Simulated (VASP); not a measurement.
# ZnS: relaxation of cell and atoms with RPBE+D3(BJ)

The system is ZnS.

```xyz
2
Lattice="0.0000 2.7020 2.7020 2.7020 0.0000 2.7020 2.7020 2.7020 0.0000" Properties=species:S:1:pos:R:3 pbc="T T T"
Zn    4.0530    4.0530    4.0530
S     0.0000    0.0000    0.0000
```

| Quantity | Value |
| --- | --- |
| Program | VASP 6.6.1 |
| Task | relaxation of cell and atoms |
| Functional | RPBE |
| Dispersion | D3(BJ) |
| Potentials or basis | VASP PAW PBE potentials, release 64 (Zn, S) |
| Cutoff | 600 eV |
| k mesh | 9 × 9 × 9 |
| Occupations | fermi-dirac, width 0.05 eV |
| Spin | no spin polarisation |
| Dipole correction | no |
| Further INCAR settings | ALGO = Normal; EDIFF = 1e-06; IBRION = 2; EDIFFG = -0.01; NSW = 60; ISIF = 3 |

```yaml
Relaxed_volume: 18.15 Å³/atom
Relaxed_cell: a = 3.717 Å, b = 3.717 Å, c = 3.717 Å, α = 60.00°, β = 60.00°, γ = 60.00°
Space_group_after_relaxing_to_0.05_Å: F-43m (No. 216)
Energy_gained_by_relaxing: 30.7 meV/atom
Ionic_steps: 3
Pressure_after_relaxing: 0.1 GPa
Band_gap_on_the_k_mesh: 2.65 eV, direct
Dispersion_energy_per_atom: -1.221 eV
```

Step by step:
```tsv
step	energy change (eV)	largest force (eV/Å)	pressure (GPa)	volume (Å³)
1	0.0000	0.0000	-5.85	39.45
2	-0.0560	0.0000	2.00	35.48
3	-0.0614	0.0000	0.05	36.31
```

Final structure:
```
Zn S
1.0
     0.00000    2.62823    2.62823
     2.62823    0.00000    2.62823
     2.62823    2.62823    0.00000
Zn S
1 1
Direct
  0.75000 0.75000 0.75000
  0.00000 0.00000 0.00000
```

Levels at points of the mesh, in eV from the valence-band top:
```csv
k point,band 7,band 8,band 9,band 10,band 11,band 12
"(0.00, 0.00, 0.00)",0.00,0.00,0.00,2.65,6.37,6.37
```

Run time: 44 s on 1 thread of Intel(R) Xeon(R) Platinum 8259CL CPU @ 2.50GHz (Skylake/Cascade Lake), with other jobs on the host, peak memory 0.2 GiB.

Caveat: the PAW data sets were made with another functional, which shifts forces and pressure a little. A hybrid or GW would open this gap; RPBE tends to underestimate it.
